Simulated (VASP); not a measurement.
# LiBeF3 (Amm2) in VASP: further runs

Runs on LiBeF3. Level: PBE. Tasks: relaxation of shape and atoms at fixed volume.

Everything below comes from runs of VASP 6.6.1. Logs are shortened: lines on timing, memory, paths and dates and some standing lists are left out, and cuts for length are marked.

## Step 1: The cell of the first run

The structure is orthorhombic, space group Amm2 (No. 38). Conventional cell: a = 2.809 Å, b = 5.306 Å, c = 8.405 Å, α = 90.00°, β = 90.00°, γ = 90.00°. Within 2.6 Å of Li (site symmetry mm2) lie 5 F at 1.97 to 2.13 Å. Be (site symmetry mm2) has 4 F at 1.54 to 1.67 Å within 2.1 Å. F (site symmetry m) has 1 Be at 1.54 Å and 2 Li at 1.97 Å within 2.1 Å. Within 2.2 Å of F (site symmetry mm2) lie 2 Be at 1.67 Å and 1 Li at 2.13 Å.

## Step 2: Relaxation of shape and atoms at fixed volume, PBE (12.53 Å³/atom)

Contents of INCAR:

```
PREC     = Accurate       # precision mode
ENCUT    = 600            # plane-wave cutoff, eV
EDIFF    = 1E-6           # SCF threshold, eV
ISMEAR   = 0              # smearing method
SIGMA    = 0.02           # smearing width, eV
LREAL    = False          # projectors in reciprocal space
LASPH    = True           # aspherical terms in the spheres
NELM     = 60             # most SCF steps
ALGO     = Normal         # electronic algorithm
ISIF     = 4              # what is computed and relaxed
LWAVE    = False          # write WAVECAR
LCHARG   = False          # write CHGCAR
GGA      = PE             # functional
IBRION   = 2              # ionic algorithm
NSW      = 50             # ionic steps
EDIFFG   = -0.01          # ionic threshold
```

Contents of KPOINTS:

```
Automatic mesh
0
Gamma
  8 6 6
```

Contents of POSCAR:

```
LiBeF3
1.0
    2.8088520858      0.0000000000      0.0000000000
    0.0000000000      2.6530850212      4.2024254114
    0.0000000000     -2.6530850212      4.2024254114
Li Be F
1 1 3
Direct
    0.5000000000      0.6938785946      0.6938785946
    0.0000000000      0.0551992572      0.0551992572
    0.0000000000      0.9041572188      0.3992525375
    0.0000000000      0.3992525375      0.9041572188
    0.5000000000      0.9468393649      0.9468393649
```

Potentials or basis: VASP PAW PBE potentials, release 64 (Li_sv, Be, F).

Launch:

```sh
$ cat potpaw_PBE.64/Li_sv/POTCAR potpaw_PBE.64/Be/POTCAR potpaw_PBE.64/F/POTCAR > POTCAR
$ mpirun -np 1 vasp_std > vasp.out
```

OUTCAR:

```text
PREC = Accurate
   ENCUT = 600
   EDIFF = 1E-6
   ISMEAR = 0
   LREAL = False
   LASPH = True
   NELM = 60
   ISIF = 4
   GGA = PE
   IBRION = 2
   NSW = 50
   EDIFFG = -0.01

 ion  position               nearest neighbor table
   1  0.500  0.694  0.694-   3 1.97   4 1.97   3 1.97   4 1.97   5 2.13
   2  0.000  0.055  0.055-   3 1.54   4 1.54   5 1.67   5 1.67
   3  0.000  0.904  0.399-   2 1.54   1 1.97   1 1.97
   4  0.000  0.399  0.904-   2 1.54   1 1.97   1 1.97
   5  0.500  0.947  0.947-   2 1.67   2 1.67   1 2.13

  LATTYP: Found a base centered orthorhombic cell.
 ALAT       =     5.3061700424
 B/A-ratio  =     1.5839769091
 C/A-ratio  =     0.5293558373

  Lattice vectors:

 A1 = (   0.0000000000,   2.6530850212,  -4.2024254114)
 A2 = (   0.0000000000,   2.6530850212,   4.2024254114)
 A3 = (   2.8088520858,   0.0000000000,   0.0000000000)

Analysis of symmetry for initial positions (statically):
=====================================================================
 Subroutine PRICEL returns:
 Original cell was already a primitive cell.

 Routine SETGRP: Setting up the symmetry group for a
 base centered orthorhombic supercell.

 Subroutine GETGRP returns: Found  4 space group operations
 (whereof  4 operations were pure point group operations)
 out of a pool of  8 trial point group operations.

The static configuration has the point symmetry C_2v.

Analysis of symmetry for dynamics (positions and initial velocities):
=====================================================================
 Subroutine PRICEL returns:
 Original cell was already a primitive cell.

 Routine SETGRP: Setting up the symmetry group for a
 base centered orthorhombic supercell.

 Subroutine GETGRP returns: Found  4 space group operations
 (whereof  4 operations were pure point group operations)
 out of a pool of  8 trial point group operations.

The dynamic configuration has the point symmetry C_2v.

 Subroutine INISYM returns: Found  4 space group operations
 (whereof  4 operations are pure point group operations),
 and found     1 'primitive' translations

----------------------------------------------------------------------------------------

                                     Primitive cell

  volume of cell :      62.6340

  direct lattice vectors                    reciprocal lattice vectors
     2.808852086  0.000000000  0.000000000     0.356017323  0.000000000  0.000000000
     0.000000000  2.653085021  4.202425411     0.000000000  0.188459848  0.118978911
     0.000000000 -2.653085021  4.202425411     0.000000000 -0.188459848  0.118978911

  length of vectors
     2.808852086  4.969832942  4.969832942     0.356017323  0.222874619  0.222874619

  position of ions in fractional coordinates (direct lattice)
     0.500000000  0.693878595  0.693878595
     0.000000000  0.055199257  0.055199257
     0.000000000  0.904157219  0.399252537
     0.000000000  0.399252537  0.904157219
     0.500000000  0.946839365  0.946839365

  ion indices of the primitive-cell ions
   primitive index   ion index
                 1           1
                 2           2
                 3           3
                 4           4
                 5           5

----------------------------------------------------------------------------------------

 KPOINTS: Automatic mesh

Automatic generation of k-mesh.
 Grid dimensions read from file:
 generate k-points for:    8    6    6

 Generating k-lattice:

  Cartesian coordinates                     Fractional coordinates (reciprocal lattice)
     0.044502165  0.000000000  0.000000000     0.125000000  0.000000000  0.000000000
     0.000000000  0.031409975  0.019829819     0.000000000  0.166666667  0.000000000
     0.000000000 -0.031409975  0.019829819     0.000000000  0.000000000  0.166666667

  Length of vectors
     0.044502165  0.037145770  0.037145770

  Shift w.r.t. Gamma in fractional coordinates (k-lattice)
     0.000000000  0.000000000  0.000000000

 Subroutine IBZKPT returns following result:
 ===========================================

 Found     65 irreducible k-points:

 Following reciprocal coordinates:
            Coordinates               Weight
  0.000000  0.000000  0.000000      1.000000
  0.125000  0.000000  0.000000      2.000000
  0.250000  0.000000  0.000000      2.000000
  0.375000  0.000000  0.000000      2.000000
  0.500000  0.000000  0.000000      1.000000
  0.000000  0.166667  0.000000      4.000000
[... 16 lines left out ...]
  0.250000  0.166667  0.166667      4.000000
  0.375000  0.166667  0.166667      4.000000
 [... further k-points ...]
   k-points           NKPTS =     65   k-points in BZ     NKDIM =     65   number of bands    NBANDS=     17
   number of dos      NEDOS =    301   number of ions     NIONS =      5
   total plane-waves  NPLWV =  38400
   dimension x,y,z NGX =    24 NGY =   40 NGZ =   40
   dimension x,y,z NGXF=    48 NGYF=   80 NGZF=   80
   ions per type =               1   1   3
   NGX,Y,Z   is equivalent  to a cutoff of  14.20, 13.38, 13.38 a.u.
   NGXF,Y,Z  is equivalent  to a cutoff of  28.41, 26.76, 26.76 a.u.
 SYSTEM =  unknown system
   PREC   = accura    normal or accurate (medium, high low for compatibility)
   ISTART =      0    job   : 0-new  1-cont  2-samecut
   ICHARG =      2    charge: 1-file 2-atom 10-const
   ISPIN  =      1    spin polarized calculation?
   LNONCOLLINEAR =      F non collinear calculations
   LSORBIT =      F    spin-orbit coupling
   LASPH  =      T    aspherical Exc in radial PAW
   ENCUT  =  600.0 eV  44.10 Ry    6.64 a.u.   5.61  9.93  9.93*2*pi/ulx,y,z
   NELM   =     60;   NELMIN=  2; NELMDL= -5     # of ELM steps
   EDIFF  = 0.1E-05   stopping-criterion for ELM
   LREAL  =      F    real-space projection
   EDIFFG = -.1E-01   stopping-criterion for IOM
   NSW    =     50    number of steps for IOM
   IBRION =      2    ionic relax: 0-MD 1-quasi-New 2-CG
   NFREE  =      1    steps in history (QN), initial steepest desc. (CG)
   ISIF   =      4    stress and relaxation
   ISYM   =      2    0-nonsym 1-usesym 2-fastsym
   POTIM  = 0.5000    time-step for ionic-motion
   TEBEG  =    0.0;   TEEND  =   0.0 temperature during run
   PSTRESS=    0.0 pullay stress
   NELECT =      26.0000    total number of electrons
   NUPDOWN=      -1.0000    fix difference up-down
   EMIN   =  10.00;   EMAX   =-10.00  energy-range for DOS
   EFERMI =   0.00;   METHOD = LEGACY
   ISMEAR =     0;   SIGMA  =   0.02  broadening in eV -4-tet -1-fermi 0-gaus
   EFERMI_NEDOS =   21; number of points for ismear=-14 and -15
   IALGO  =     38    algorithm
   IMIX   =      4    mixing-type and parameters
     AMIX     =   0.40;   BMIX     =  1.00
     AMIX_MAG =   1.60;   BMIX_MAG =  1.00
  volume/ion in A,a.u.               =      12.53        84.53
  Fermi-wavevector in a.u.,A,eV,Ry     =   1.221226  2.307782 20.291623  1.491392
  Thomas-Fermi vector in A             =   2.356415
   LORBIT       =      0    0 simple, 1 ext, 2 COOP (PROOUT), +10 PAW based schemes
   GGA     = PE    functional components
   LHFCALC =     F    Hartree Fock is set to
   AEXX    =    0.0000 exact exchange contribution
   IVDW    =     0    specifies the selected vdW correction
   LEPSILON=     F    determine dielectric tensor
   LRPA    =     F    only Hartree local field effects (RPA)
 conjugate gradient relaxation of ions
 non-spin polarized calculation
 Gauss-broadening in eV      SIGMA  =   0.02
  energy-cutoff  :      600.00
  volume of cell :       62.63
 maximum number of plane-waves:      2132
 NGX is ok and might be reduce to    24
   NGX = 11   NGY = 19   NGZ = 19

--------------------------------------- Ionic step        1  -------------------------------------------

 number of electron      26.0000015 magnetization

 Free energy of the ion-electron system (eV)
  ---------------------------------------------------
  ext. energy  EPLUGINS =         0.00000000
  ---------------------------------------------------
  free energy    TOTEN  =       -26.78044228 eV

  energy without entropy =      -26.78044228  energy(sigma->0) =      -26.78044228

------------------------ aborting loop because EDIFF is reached ----------------------------------------

  FORCE on cell =-STRESS in cart. coord.  units (eV):
  Direction    XX          YY          ZZ          XY          YZ          ZX
  --------------------------------------------------------------------------------------
  -------------------------------------------------------------------------------------
  Total       -1.2427929     -1.3884073     -1.0565567      0.0000000      0.0000000      0.0000000
  in kB      -31.7906429    -35.5154572    -27.0267212      0.0000000      0.0000000      0.0000000
  external PRESSURE =     -31.4442738 kB  Pullay stress =       0.0000000 kB
[... 297 lines left out ...]
  energy  without entropy=      -26.7849792031  energy(sigma->0) =      -26.78497920

--------------------------------------- Ionic step        9  -------------------------------------------

 number of electron      26.0000008 magnetization

 Free energy of the ion-electron system (eV)
  ---------------------------------------------------
  ext. energy  EPLUGINS =         0.00000000
  ---------------------------------------------------
  free energy    TOTEN  =       -26.78504398 eV

  energy without entropy =      -26.78504398  energy(sigma->0) =      -26.78504398

 E-fermi :  -3.2952     XC(G=0):  -7.8205

 val. band max:       -3.4758155673   @ k =   0.5000   0.5000   0.5000
 cond. band min:       3.8912549690   @ k =   0.0000   0.0000   0.0000
 fundamental gap:      7.3670705362
 Fermi energy:        -3.2952341841

 k-point     1 :       0.0000    0.0000    0.0000
  band No.  band energies     occupation
      1     -44.4224      2.00000
      2     -24.4981      2.00000
      3     -23.4198      2.00000
      4     -23.2909      2.00000
      5      -7.2561      2.00000
      6      -6.4026      2.00000
[... 9 lines left out ...]
     16       9.3111      0.00000
     17      10.0402      0.00000
[... 443 lines left out ...]
      1     -44.4031      2.00000
      2     -24.2112      2.00000
      3     -23.3826      2.00000
      4     -23.0945      2.00000
      5      -7.5572      2.00000
      6      -6.8071      2.00000
[... 9 lines left out ...]
     16      10.1200      0.00000
     17      10.9546      0.00000

 [... further k-points ...]

------------------------ aborting loop because EDIFF is reached ----------------------------------------

  FORCE on cell =-STRESS in cart. coord.  units (eV):
  Direction    XX          YY          ZZ          XY          YZ          ZX
  --------------------------------------------------------------------------------------
  -------------------------------------------------------------------------------------
  Total       -0.8711456     -0.8990840     -0.8655247      0.0000000      0.0000000      0.0000000
  in kB      -22.2839030    -22.9985677    -22.1401222      0.0000000      0.0000000      0.0000000
  external PRESSURE =     -22.4741976 kB  Pullay stress =       0.0000000 kB
[... 20 lines left out ...]
  FREE ENERGIE OF THE ION-ELECTRON SYSTEM (eV)
  ---------------------------------------------------
  free  energy   TOTEN  =       -26.7850439759 eV

  energy  without entropy=      -26.7850439759  energy(sigma->0) =      -26.78504398

 reached required accuracy - stopping structural energy minimisation
```

Run time: 2.1 min. Hardware: 1 thread of Intel Xeon 6975P-C (Granite Rapids), shared host; peak memory 0.23 GiB.

What came out:

| Item | Value |
| --- | --- |
| Free energy | -26.7850 eV |
| Energy gained by relaxing | 0.9 meV/atom |
| Ionic steps | 9 |
| Pressure after relaxing | -2.2 GPa |
| Largest force after relaxing | 0.008 eV/Å |
| Band gap on the k mesh | 7.37 eV (least direct gap 7.41 eV) |

Forces on the atoms (eV/Å):
```
Li   0.000  0.000 -0.001
Be   0.000  0.000 -0.008
F    0.000  0.006  0.005
F    0.000 -0.006  0.005
F    0.000  0.000 -0.001
```

Stress tensor (GPa, compression positive):
```
-2.23  0.00  0.00
 0.00 -2.30  0.00
 0.00  0.00 -2.21
```

Step by step:
```
step  energy change (eV)  largest force (eV/Å)  pressure (GPa)  volume (Å³)
   1              0.0000                0.1734           -3.14        62.63
   2             -0.0024                0.0669           -2.64        62.63
   3             -0.0024                0.0674           -2.64        62.63
   4             -0.0033                0.0403           -2.54        62.63
   5             -0.0037                0.0953           -2.34        62.63
   6             -0.0038                0.0654           -2.40        62.63
   7             -0.0044                0.0237           -2.31        62.63
   8             -0.0045                0.0189           -2.25        62.63
   9             -0.0046                0.0082           -2.25        62.63
```

Final structure:
```xyz
5
Lattice="2.7914 0.0000 0.0000 0.0000 2.6371 4.2544 0.0000 -2.6371 4.2544" Properties=species:S:1:pos:R:3 pbc="T T T"
Li    1.3957    0.0000    5.9029
Be    0.0000    0.0000    0.4729
F     0.0000    1.3310    5.5337
F     0.0000   -1.3310    5.5337
F     1.3957    0.0000    8.0775
```

Levels at points of the mesh, in eV from the valence-band top:
| k point | band 9 | band 10 | band 11 | band 12 | band 13 | band 14 | band 15 | band 16 | band 17 |
| --- | --- | --- | --- | --- | --- | --- | --- | --- | --- |
| (0.00, 0.00, 0.00) | -0.87 | -0.80 | -0.30 | -0.06 | -0.04 | 7.37 | 11.33 | 12.79 | 13.52 |
| (0.50, 0.00, 0.00) | -1.81 | -1.39 | -0.99 | -0.80 | -0.04 | 11.82 | 12.14 | 13.56 | 14.96 |
| (0.00, 0.50, 0.00) | -1.56 | -0.96 | -0.43 | -0.23 | -0.15 | 9.14 | 9.61 | 11.93 | 14.01 |
| (0.50, 0.50, 0.00) | -1.99 | -1.30 | -0.80 | -0.61 | -0.52 | 12.26 | 12.28 | 13.51 | 13.65 |
| (0.00, 0.50, 0.50) | -1.44 | -1.14 | -0.35 | -0.16 | -0.05 | 9.13 | 10.54 | 12.27 | 12.58 |
| (0.50, 0.50, 0.50) | -1.75 | -1.09 | -0.75 | -0.72 | 0.00 | 11.80 | 12.59 | 12.71 | 13.84 |

Caveat: the cutoff is under 1.25 times the usual one of these potentials, so pressure, stress and relaxed cells hold a basis-set (Pulay) error.

## Step 3: Relaxation of shape and atoms at fixed volume, PBE (13.00 Å³/atom)

This run uses another cell than the first one, of 13.00 Å³/atom.

Contents of INCAR:

```
SYSTEM = LiBeF3
ALGO     = Normal         ! electronic algorithm
EDIFF    = 1E-6           ! SCF threshold, eV
EDIFFG   = -0.01          ! ionic threshold
ENCUT    = 600            ! plane-wave cutoff, eV
GGA      = PE             ! functional
IBRION   = 2              ! ionic algorithm
ISIF     = 4              ! what is computed and relaxed
ISMEAR   = 0              ! smearing method
LASPH    = .True.         ! aspherical terms in the spheres
LCHARG   = .False.        ! write CHGCAR
LREAL    = .False.        ! projectors in reciprocal space
LWAVE    = .False.        ! write WAVECAR
NELM     = 60             ! most SCF steps
NSW      = 50             ! ionic steps
PREC     = Accurate       ! precision mode
SIGMA    = 0.02           ! smearing width, eV
```

Contents of KPOINTS:

```
k-points
0
Gamma
  8 6 6
  0 0 0
```

Contents of POSCAR:

```
LiBeF3
1.0
    2.8244827229      0.0000000000      0.0000000000
    0.0000000000      2.6675988725      4.3132777354
    0.0000000000     -2.6675988725      4.3132777354
Li Be F
1 1 3
Direct
    0.5000000000      0.6928110388      0.6928110388
    0.0000000000      0.0556949345      0.0556949345
    0.0000000000      0.9031046176      0.3978357202
    0.0000000000      0.3978357202      0.9031046176
    0.5000000000      0.9498806618      0.9498806618
```

Potentials or basis: VASP PAW PBE potentials, release 64 (Li_sv, Be, F).

Launch:

```sh
$ cat potpaw_PBE.64/Li_sv/POTCAR potpaw_PBE.64/Be/POTCAR potpaw_PBE.64/F/POTCAR > POTCAR
$ mpirun -np 1 vasp_std > vasp.out
```

Run time: 4.4 min. Hardware: 1 thread of Intel Xeon 6975P-C (Granite Rapids), shared host; peak memory 0.24 GiB.

The run converged. Its results:

```
Free energy                  : -26.7546 eV
Energy gained by relaxing    : 1.9 meV/atom
Ionic steps                  : 16
Pressure after relaxing      : -2.7 GPa
Largest force after relaxing : 0.004 eV/Å
Band gap on the k mesh       : 7.29 eV (least direct gap 7.32 eV)
```

Forces in eV/Å, atoms in the order of the input:
```
Li   0.000  0.000 -0.003
Be   0.000  0.000 -0.002
F    0.000 -0.004  0.001
F    0.000  0.004  0.001
F    0.000  0.000  0.004
```

The path:
| step | energy change (eV) | largest force (eV/Å) | pressure (GPa) | volume (Å³) |
| --- | --- | --- | --- | --- |
| 1 | 0.0000 | 0.2293 | -4.18 | 65.00 |
| 2 | -0.0044 | 0.1014 | -3.53 | 65.00 |
| 3 | -0.0044 | 0.0997 | -3.52 | 65.00 |
| 4 | -0.0060 | 0.0537 | -3.38 | 65.00 |
| 5 | -0.0070 | 0.1074 | -3.14 | 65.00 |
| 6 | -0.0082 | 0.0597 | -2.99 | 65.00 |
| 7 | -0.0086 | 0.0704 | -2.61 | 65.00 |
| 8 | -0.0089 | 0.0357 | -2.77 | 65.00 |
| 9 | -0.0092 | 0.0294 | -2.79 | 65.00 |
| 10 | -0.0093 | 0.0222 | -2.82 | 65.00 |
| 11 | -0.0094 | 0.0168 | -2.74 | 65.00 |
| 12 | -0.0094 | 0.0177 | -2.73 | 65.00 |
| 13 | -0.0095 | 0.0162 | -2.72 | 65.00 |
| 14 | -0.0095 | 0.0320 | -2.72 | 65.00 |
| 15 | -0.0096 | 0.0117 | -2.70 | 65.00 |
| 16 | -0.0096 | 0.0044 | -2.69 | 65.00 |

Final structure:
```xyz
5
Lattice="2.7950 0.0000 0.0000 0.0000 2.6429 4.3996 0.0000 -2.6429 4.3996" Properties=species:S:1:pos:R:3 pbc="T T T"
Li    1.3975    0.0000    6.0640
Be    0.0000    0.0000    0.4993
F     0.0000    1.3351    5.7137
F     0.0000   -1.3351    5.7137
F     1.3975    0.0000    8.4013
```

Levels at points of the mesh, in eV from the valence-band top:
```
           k point  band 11  band 12  band 13  band 14  band 15  band 16
(0.00, 0.00, 0.00)    -0.29    -0.06    -0.04     7.29    11.25    12.49
(0.50, 0.00, 0.00)    -0.89    -0.78    -0.03    11.72    12.10    13.46
(0.00, 0.50, 0.00)    -0.42    -0.23    -0.14     9.03     9.45    11.79
(0.50, 0.50, 0.00)    -0.75    -0.59    -0.52    12.17    12.26    13.45
(0.00, 0.50, 0.50)    -0.33    -0.15    -0.04     8.93    10.37    12.18
(0.50, 0.50, 0.50)    -0.71    -0.71     0.00    11.66    12.45    12.76
```

Caveat: the cutoff is under 1.25 times the usual one of these potentials, so pressure, stress and relaxed cells hold a basis-set (Pulay) error. A k mesh can miss the band edges.
